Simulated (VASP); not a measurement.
Write the native input for VASP 6.6.1 that does the following.

```yaml
Task: relaxation of cell and atoms
Functional: LDA
Potentials_or_basis: VASP PAW LDA potentials, release 64 (Ir)
Cutoff: 600 eV
k_mesh: 9 × 9 × 9
Occupations: methfessel-paxton, width 0.1 eV
Spin: no spin polarisation
Target_pressure: 15 GPa
Dipole_correction: no
Further_INCAR_settings: ALGO = Normal; EDIFF = 1e-06; IBRION = 2; EDIFFG = -0.01; NSW = 80; ISIF = 3
```

The structure of Ir lies in POSCAR:

```
Ir
1.0
    2.4900000000      0.0000000000      0.0000000000
    0.0000000000      2.4900000000      0.0000000000
    0.0000000000      0.0000000000      2.4900000000
Ir
1
Direct
    0.0000000000      0.0000000000      0.0000000000
```

These files were run (other wordings do the same):

INCAR

```
PREC = Accurate
ENCUT = 600
EDIFF = 1E-6
ISMEAR = 1
SIGMA = 0.1
LREAL = False
LASPH = True
NELM = 60
ALGO = Normal
ISIF = 3
LWAVE = False
LCHARG = False
IBRION = 2
NSW = 80
EDIFFG = -0.01
PSTRESS = 150.0
```

KPOINTS

```
Automatic mesh
0
Gamma
  9 9 9
```

Potentials or basis: VASP PAW LDA potentials, release 64 (Ir).

Command:

```sh
$ cat potpaw_LDA.64/Ir/POTCAR > POTCAR
$ mpirun -np 1 vasp_std > vasp.out
```

It gave:

The relaxed volume is 15.51 Å³/atom and the relaxed cell is a = 2.494 Å, b = 2.494 Å, c = 2.494 Å, α = 90.00°, β = 90.00°, γ = 90.00°. The space group after relaxing (to 0.05 Å) is Pm-3m (No. 221), the energy change on relaxing (the enthalpy is what falls) is -7.3 meV/atom and the ionic steps are 3. The pressure after relaxing is 15.0 GPa.

Caveat: the cell is relaxed towards a set pressure, so the enthalpy falls and the energy may rise.

It took 5.7 s on 1 thread of Intel(R) Xeon(R) Platinum 8488C (Sapphire Rapids), on a shared host, peak memory 0.13 GiB.
